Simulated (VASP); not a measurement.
Wanted: the native input for a VASP 6.6.1 run.

- Task: single point
- Functional: LDA
- Potentials or basis: VASP PAW LDA potentials, release 64 (Nb_sv, H)
- Cutoff: 520 eV
- k mesh: 9 × 9 × 1
- Occupations: gaussian, width 0.1 eV
- Spin: collinear spin
- Starting moments: [0.0, 0.0, 0.0, 1.0] μB
- Dipole correction: yes
- Further INCAR settings: ALGO = Normal; EDIFF = 1e-06; NBANDS = 32

The structure of Nb3H lies in POSCAR:

```
Nb3H
1.0
    2.9270177637      0.0000000000      0.0000000000
    0.0000000000      2.9270177637      0.0000000000
    0.0000000000      0.0000000000     21.1957939222
Nb H
3 1
Direct
    0.5000000000      0.5000000000      0.1887166867
    0.0000000000      0.0000000000      0.2876907936
    0.5000000000      0.5000000000      0.3866707684
    0.5000000000      0.5000000000      0.4664035685
```

The input as run:

INCAR

```
SYSTEM = Nb3H
ALGO = Normal
DIPOL = 0.5 0.5 0.332
EDIFF = 1E-6
ENCUT = 520
IDIPOL = 3
ISIF = 2
ISMEAR = 0
ISPIN = 2
LASPH = .True.
LCHARG = .False.
LDIPOL = .True.
LMAXMIX = 4
LORBIT = 11
LREAL = .False.
LWAVE = .False.
MAGMOM = 0 0 0 1
NBANDS = 32
NELM = 150
PREC = Accurate
SIGMA = 0.1
```

KPOINTS

```
k-points
0
Gamma
  9 9 1
  0 0 0
```

Potentials or basis: VASP PAW LDA potentials, release 64 (Nb_sv, H).

Launch:

```bash
$ cat potpaw_LDA.64/Nb_sv/POTCAR potpaw_LDA.64/H/POTCAR > POTCAR
$ mpirun -np 1 vasp_std > vasp.out
```

It gave:

```json
{
 "Largest force": "1.222 eV/Å",
 "Band gap on the k mesh": "zero (filled and empty bands overlap)",
 "Net moment": "0.00 μB per cell",
 "Valence electrons inside the program's atomic spheres": "Nb 10.66, 10.68, 10.73; H 0.54"
}
```

Wall time 5.9 min on 1 thread of Intel(R) Xeon(R) 6975P-C (Granite Rapids) (shared host), peak memory 0.32 GiB.
